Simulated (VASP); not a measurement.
# SbPt (P6_3/mmc) in VASP: a series of runs

SbPt is run at these levels: LDA; tasks: single point, relaxation of cell and atoms.

Program: VASP 6.6.1. These are calculated values, not measurements. Logs are shortened: lines on timing, memory, paths and dates and some standing lists are left out, and cuts for length are marked.

## 1. The cell of the first run

Symmetry: P6_3/mmc, No. 194, hexagonal system. Conventional cell: a = 4.143 Å, b = 4.143 Å, c = 5.435 Å, α = 90.00°, β = 90.00°, γ = 120.00°. Sb (site symmetry -6m2) has 6 Pt at 2.75 Å within 3.6 Å. Pt (site symmetry -3m) has 2 Pt at 2.72 Å and 6 Sb at 2.75 Å within 3.6 Å.

## 2. Single point, LDA

File INCAR:

```
SYSTEM = SbPt
PREC     = Accurate       ! precision mode
ENCUT    = 520            ! plane-wave cutoff, eV
EDIFF    = 1E-7           ! SCF threshold, eV
ISMEAR   = 0              ! smearing method
SIGMA    = 0.15           ! smearing width, eV
LREAL    = .False.        ! projectors in reciprocal space
LASPH    = .True.         ! aspherical terms in the spheres
NELM     = 100            ! most SCF steps
ALGO     = Normal         ! electronic algorithm
ISIF     = 2              ! what is computed and relaxed
LWAVE    = .False.        ! write WAVECAR
LCHARG   = .False.        ! write CHGCAR
GGA      = CA             ! functional
NBANDS   = 23             ! bands
```

File KPOINTS:

```
Automatic mesh
0
Gamma
  15 15 10
  0 0 0
```

File POSCAR:

```
SbPt
1.0
    4.1427818394      0.0000000000      0.0000000000
   -2.0713909197      3.5877543153      0.0000000000
    0.0000000000      0.0000000000      5.4354971923
Sb Pt
2 2
Direct
    0.3333333333      0.6666666667      0.2500000000
    0.6666666667      0.3333333333      0.7500000000
    0.0000000000      0.0000000000      0.0000000000
    0.0000000000      0.0000000000      0.5000000000
```

Potentials or basis: VASP PAW LDA potentials, release 64 (Sb, Pt).

Command:

```console
cat potpaw_LDA.64/Sb/POTCAR potpaw_LDA.64/Pt/POTCAR > POTCAR
mpirun -np 1 vasp_std > vasp.out
```

OUTCAR:

```text
SYSTEM = SbPt
   PREC = Accurate
   ENCUT = 520
   EDIFF = 1E-7
   ISMEAR = 0
   LREAL = .False.
   LASPH = .True.
   NELM = 100
   ISIF = 2
   GGA = CA

 ion  position               nearest neighbor table
   1  0.333  0.667  0.250-   3 2.75   4 2.75   3 2.75   4 2.75   3 2.75   4 2.75   2 3.62   2 3.62
                             2 3.62   2 3.62   2 3.62   2 3.62
   2  0.667  0.333  0.750-   3 2.75   4 2.75   3 2.75   4 2.75   3 2.75   4 2.75   1 3.62   1 3.62
                             1 3.62   1 3.62   1 3.62   1 3.62
   3  0.000  0.000  0.000-   4 2.72   4 2.72   1 2.75   2 2.75   2 2.75   1 2.75   2 2.75   1 2.75

   4  0.000  0.000  0.500-   3 2.72   3 2.72   1 2.75   2 2.75   2 2.75   1 2.75   2 2.75   1 2.75

  LATTYP: Found a hexagonal cell.
 ALAT       =     4.1427818394
 C/A-ratio  =     1.3120404122

  Lattice vectors:

 A1 = (   4.1427818394,   0.0000000000,   0.0000000000)
 A2 = (  -2.0713909197,   3.5877543153,   0.0000000000)
 A3 = (   0.0000000000,   0.0000000000,   5.4354971923)

Analysis of symmetry for initial positions (statically):
=====================================================================
 Subroutine PRICEL returns:
 Original cell was already a primitive cell.

 Routine SETGRP: Setting up the symmetry group for a
 hexagonal supercell.

 Subroutine GETGRP returns: Found 24 space group operations
 (whereof 12 operations were pure point group operations)
 out of a pool of 24 trial point group operations.

The static configuration has the point symmetry D_3d.
 The point group associated with its full space group is D_6h.

Analysis of symmetry for dynamics (positions and initial velocities):
=====================================================================
 Subroutine PRICEL returns:
 Original cell was already a primitive cell.

 Routine SETGRP: Setting up the symmetry group for a
 hexagonal supercell.

 Subroutine GETGRP returns: Found 24 space group operations
 (whereof 12 operations were pure point group operations)
 out of a pool of 24 trial point group operations.

The dynamic configuration has the point symmetry D_3d.
 The point group associated with its full space group is D_6h.

 Subroutine INISYM returns: Found 24 space group operations
 (whereof 12 operations are pure point group operations),
 and found     1 'primitive' translations

----------------------------------------------------------------------------------------

                                     Primitive cell

  volume of cell :      80.7893

  direct lattice vectors                    reciprocal lattice vectors
     4.142781839  0.000000000  0.000000000     0.241383698  0.139362943  0.000000000
    -2.071390920  3.587754315  0.000000000     0.000000000  0.278725886  0.000000000
     0.000000000  0.000000000  5.435497192     0.000000000  0.000000000  0.183975810

  length of vectors
     4.142781839  4.142781839  5.435497192     0.278725886  0.278725886  0.183975810

  position of ions in fractional coordinates (direct lattice)
     0.333333333  0.666666667  0.250000000
     0.666666667  0.333333333  0.750000000
     0.000000000  0.000000000  0.000000000
     0.000000000  0.000000000  0.500000000

  ion indices of the primitive-cell ions
   primitive index   ion index
                 1           1
                 2           2
                 3           3
                 4           4

----------------------------------------------------------------------------------------

 KPOINTS: Automatic mesh

Automatic generation of k-mesh.
 Grid dimensions read from file:
 generate k-points for:   15   15   10

 Generating k-lattice:

  Cartesian coordinates                     Fractional coordinates (reciprocal lattice)
     0.016092247  0.009290863  0.000000000     0.066666667 -0.000000000  0.000000000
     0.000000000  0.018581726  0.000000000     0.000000000  0.066666667  0.000000000
     0.000000000  0.000000000  0.018397581     0.000000000  0.000000000  0.100000000

  Length of vectors
     0.018581726  0.018581726  0.018397581

  Shift w.r.t. Gamma in fractional coordinates (k-lattice)
     0.000000000  0.000000000  0.000000000

 Subroutine IBZKPT returns following result:
 ===========================================

 Found    162 irreducible k-points:

 Following reciprocal coordinates:
            Coordinates               Weight
  0.000000  0.000000  0.000000      1.000000
  0.066667  0.000000  0.000000      6.000000
  0.133333  0.000000  0.000000      6.000000
  0.200000  0.000000  0.000000      6.000000
  0.266667  0.000000  0.000000      6.000000
  0.333333  0.000000  0.000000      6.000000
[... 16 lines left out ...]
  0.333333  0.200000  0.000000     12.000000
  0.400000  0.200000  0.000000      6.000000
 [... further k-points ...]
   k-points           NKPTS =    162   k-points in BZ     NKDIM =    162   number of bands    NBANDS=     23
   number of dos      NEDOS =    301   number of ions     NIONS =      4
   total plane-waves  NPLWV =  40960
   dimension x,y,z NGX =    32 NGY =   32 NGZ =   40
   dimension x,y,z NGXF=    64 NGYF=   64 NGZF=   80
   ions per type =               2   2
   NGX,Y,Z   is equivalent  to a cutoff of  12.84, 12.84, 12.23 a.u.
   NGXF,Y,Z  is equivalent  to a cutoff of  25.68, 25.68, 24.47 a.u.
 SYSTEM =  SbPt
   PREC   = accura    normal or accurate (medium, high low for compatibility)
   ISTART =      0    job   : 0-new  1-cont  2-samecut
   ICHARG =      2    charge: 1-file 2-atom 10-const
   ISPIN  =      1    spin polarized calculation?
   LNONCOLLINEAR =      F non collinear calculations
   LSORBIT =      F    spin-orbit coupling
   LASPH  =      T    aspherical Exc in radial PAW
   ENCUT  =  520.0 eV  38.22 Ry    6.18 a.u.   7.70  7.70 10.11*2*pi/ulx,y,z
   NELM   =    100;   NELMIN=  2; NELMDL= -5     # of ELM steps
   EDIFF  = 0.1E-06   stopping-criterion for ELM
   LREAL  =      F    real-space projection
   EDIFFG = 0.1E-05   stopping-criterion for IOM
   NSW    =      0    number of steps for IOM
   IBRION =     -1    ionic relax: 0-MD 1-quasi-New 2-CG
   NFREE  =      0    steps in history (QN), initial steepest desc. (CG)
   ISIF   =      2    stress and relaxation
   ISYM   =      2    0-nonsym 1-usesym 2-fastsym
   POTIM  = 0.5000    time-step for ionic-motion
   TEBEG  =    0.0;   TEEND  =   0.0 temperature during run
   PSTRESS=    0.0 pullay stress
   NELECT =      30.0000    total number of electrons
   NUPDOWN=      -1.0000    fix difference up-down
   EMIN   =  10.00;   EMAX   =-10.00  energy-range for DOS
   EFERMI =   0.00;   METHOD = LEGACY
   ISMEAR =     0;   SIGMA  =   0.15  broadening in eV -4-tet -1-fermi 0-gaus
   EFERMI_NEDOS =   21; number of points for ismear=-14 and -15
   IALGO  =     38    algorithm
   IMIX   =      4    mixing-type and parameters
     AMIX     =   0.40;   BMIX     =  1.00
     AMIX_MAG =   1.60;   BMIX_MAG =  1.00
  volume/ion in A,a.u.               =      20.20       136.30
  Fermi-wavevector in a.u.,A,eV,Ry     =   1.176695  2.223631 18.838778  1.384611
  Thomas-Fermi vector in A             =   2.313054
   LORBIT       =      0    0 simple, 1 ext, 2 COOP (PROOUT), +10 PAW based schemes
   GGA     = CA    functional components
   LHFCALC =     F    Hartree Fock is set to
   AEXX    =    0.0000 exact exchange contribution
   IVDW    =     0    specifies the selected vdW correction
   LEPSILON=     F    determine dielectric tensor
   LRPA    =     F    only Hartree local field effects (RPA)
 non-spin polarized calculation
 Gauss-broadening in eV      SIGMA  =   0.15
  energy-cutoff  :      520.00
  volume of cell :       80.79
 maximum number of plane-waves:      2216
 NGX is ok and might be reduce to    32
   NGX = 15   NGY = 15   NGZ = 21

 number of electron      29.9999996 magnetization

 Free energy of the ion-electron system (eV)
  ---------------------------------------------------
  ext. energy  EPLUGINS =         0.00000000
  ---------------------------------------------------
  free energy    TOTEN  =       -26.35006732 eV

  energy without entropy =      -26.33067785  energy(sigma->0) =      -26.34037259

 E-fermi :  10.1082     XC(G=0): -11.6607

 val. band max:       10.1074319262   @ k =   0.0667   0.0000   0.1000
 cond. band min:      10.1249333068   @ k =   0.4000   0.0667   0.5000
 fundamental gap:      0.0175013806
 Fermi energy:        10.1082087999

 k-point     1 :       0.0000    0.0000    0.0000
  band No.  band energies     occupation
      1      -2.8790      2.00000
      2       1.0976      2.00000
      3       3.0952      2.00000
      4       4.0230      2.00000
      5       4.0230      2.00000
      6       4.0622      2.00000
[... 15 lines left out ...]
     22      15.3688      0.00000
     23      18.0182      0.00000

 k-point     2 :       0.0667    0.0000    0.0000
  band No.  band energies     occupation
      1      -2.8245      2.00000
      2       1.0315      2.00000
      3       3.1607      2.00000
      4       4.0378      2.00000
      5       4.0504      2.00000
      6       4.1300      2.00000
[... 15 lines left out ...]
     22      15.6471      0.00000
     23      17.3355      0.00000

 k-point     3 :       0.1333    0.0000    0.0000
  band No.  band energies     occupation
      1      -2.6625      2.00000
      2       0.8618      2.00000
      3       3.3545      2.00000
      4       4.0079      2.00000
      5       4.0763      2.00000
      6       4.4178      2.00000
[... 15 lines left out ...]
     22      16.2709      0.00000
     23      16.2940      0.00000
[... 495 lines left out ...]
 k-point    23 :       0.3333    0.2000    0.0000
  band No.  band energies     occupation
      1      -0.6698      2.00000
      2      -0.1158      2.00000
      3       2.4810      2.00000
      4       4.0027      2.00000
      5       4.2518      2.00000
      6       5.2686      2.00000
[... 15 lines left out ...]
     22      17.6530      0.00000
     23      18.7366      0.00000

 k-point    24 :       0.4000    0.2000    0.0000
  band No.  band energies     occupation
      1      -0.3593      2.00000
      2      -0.3086      2.00000
      3       2.3108      2.00000
      4       3.9810      2.00000
      5       4.2188      2.00000
      6       5.2783      2.00000
[... 15 lines left out ...]
     22      18.0653      0.00000
     23      18.8215      0.00000

 [... further k-points ...]
[... 5 lines left out ...]
  --------------------------------------------------------------------------------------
  -------------------------------------------------------------------------------------
  Total        0.0598272      0.0598272      0.2854404      0.0000000      0.0000000     -0.0000000
  in kB        1.1864654      1.1864654      5.6607248      0.0000000      0.0000000     -0.0000000
  external PRESSURE =       2.6778852 kB  Pullay stress =       0.0000000 kB

 VOLUME and BASIS-vectors are now :
 -----------------------------------------------------------------------------
  energy-cutoff  :      520.00
  volume of cell :       80.79
      direct lattice vectors                 reciprocal lattice vectors
     4.142781839  0.000000000  0.000000000     0.241383698  0.139362943  0.000000000
    -2.071390920  3.587754315  0.000000000     0.000000000  0.278725886  0.000000000
     0.000000000  0.000000000  5.435497192     0.000000000  0.000000000  0.183975810

 POSITION                                       TOTAL-FORCE (eV/Angst)
 -----------------------------------------------------------------------------------
     -0.00000      2.39184      1.35887         0.000000      0.000000      0.000000
      2.07139      1.19592      4.07662         0.000000     -0.000000      0.000000
      0.00000      0.00000      0.00000        -0.000000      0.000000      0.000000
      0.00000      0.00000      2.71775        -0.000000      0.000000      0.000000
 -----------------------------------------------------------------------------------
    total drift:                               -0.000000      0.000000      0.000000

  FREE ENERGIE OF THE ION-ELECTRON SYSTEM (eV)
  ---------------------------------------------------
  free  energy   TOTEN  =       -26.3500673203 eV

  energy  without entropy=      -26.3306778537  energy(sigma->0) =      -26.34037259
```

It took 3.1 min on 1 thread of Intel Xeon Platinum 8488C (Sapphire Rapids), shared host; peak memory 0.37 GiB.

Results:

- Free energy: -26.3501 eV
- Pressure: 0.3 GPa
- Band gap on the k mesh: zero (band 15 reaches 12.45 eV, above the bottom of band 16 at 8.33 eV)

Stress tensor (GPa, compression positive):
```
0.12 0.00 0.00
0.00 0.12 0.00
0.00 0.00 0.57
```

Caveat: spin-orbit coupling is left out, which moves the levels of the heavy elements.

## 3. Single point, LDA

File INCAR:

```
PREC = Accurate
ENCUT = 520
EDIFF = 1E-6
ISMEAR = 0
SIGMA = 0.1
LREAL = F
LASPH = T
NELM = 100
ALGO = Normal
ISIF = 2
LWAVE = F
LCHARG = F
NBANDS = 23
```

File KPOINTS:

```
Automatic mesh
0
Gamma
  12 12 8
```

POSCAR is that of step 2.

Potentials or basis: VASP PAW LDA potentials, release 64 (Sb, Pt).

Command:

```console
cat potpaw_LDA.64/Sb/POTCAR potpaw_LDA.64/Pt/POTCAR > POTCAR
mpirun -np 1 vasp_std > vasp.out
```

OUTCAR:

```text
PREC = Accurate
   ENCUT = 520
   EDIFF = 1E-6
   ISMEAR = 0
   LREAL = F
   LASPH = T
   NELM = 100
   ISIF = 2

 ion  position               nearest neighbor table
   1  0.333  0.667  0.250-   3 2.75   4 2.75   3 2.75   4 2.75   3 2.75   4 2.75   2 3.62   2 3.62
                             2 3.62   2 3.62   2 3.62   2 3.62
   2  0.667  0.333  0.750-   3 2.75   4 2.75   3 2.75   4 2.75   3 2.75   4 2.75   1 3.62   1 3.62
                             1 3.62   1 3.62   1 3.62   1 3.62
   3  0.000  0.000  0.000-   4 2.72   4 2.72   1 2.75   2 2.75   2 2.75   1 2.75   2 2.75   1 2.75

[... 830 lines left out ...]
  --------------------------------------------------------------------------------------
  -------------------------------------------------------------------------------------
  Total        0.1109727      0.1109727      0.1964586      0.0000000      0.0000000     -0.0000000
  in kB        2.2007604      2.2007604      3.8960770      0.0000000      0.0000000     -0.0000000
  external PRESSURE =       2.7658659 kB  Pullay stress =       0.0000000 kB

 VOLUME and BASIS-vectors are now :
 -----------------------------------------------------------------------------
  energy-cutoff  :      520.00
  volume of cell :       80.79
      direct lattice vectors                 reciprocal lattice vectors
     4.142781839  0.000000000  0.000000000     0.241383698  0.139362943  0.000000000
    -2.071390920  3.587754315  0.000000000     0.000000000  0.278725886  0.000000000
     0.000000000  0.000000000  5.435497192     0.000000000  0.000000000  0.183975810

 POSITION                                       TOTAL-FORCE (eV/Angst)
 -----------------------------------------------------------------------------------
     -0.00000      2.39184      1.35887         0.000000     -0.000000      0.000000
      2.07139      1.19592      4.07662        -0.000000      0.000000      0.000000
      0.00000      0.00000      0.00000         0.000000      0.000000      0.000000
      0.00000      0.00000      2.71775         0.000000      0.000000      0.000000
 -----------------------------------------------------------------------------------
    total drift:                               -0.000000      0.000000      0.000000

  FREE ENERGIE OF THE ION-ELECTRON SYSTEM (eV)
  ---------------------------------------------------
  free  energy   TOTEN  =       -26.3453663819 eV

  energy  without entropy=      -26.3370354390  energy(sigma->0) =      -26.34120091
```

stdout:

```text
POSCAR found type information on POSCAR SbPt
 POSCAR found :  2 types and       4 ions
 scaLAPACK will be used
 LDA part: xc-table for (Slater(with rela. corr.)+CA(PZ))
 , standard interpolation
 POSCAR, INCAR and KPOINTS ok, starting setup
 FFT: planning ... GRIDC
 FFT: planning ... GRID_SOFT
 FFT: planning ... GRID
 WAVECAR not read
 entering main loop
```

It took 80 s on 1 thread of Intel Xeon Platinum 8488C (Sapphire Rapids), shared host; peak memory 0.29 GiB.

Results:

- Free energy: -26.3454 eV
- Pressure: 0.3 GPa
- Band gap on the k mesh: zero (band 15 reaches 12.45 eV, above the bottom of band 16 at 8.32 eV)

Caveat: spin-orbit coupling is left out, which moves the levels of the heavy elements.

[end of part 1 of 2]
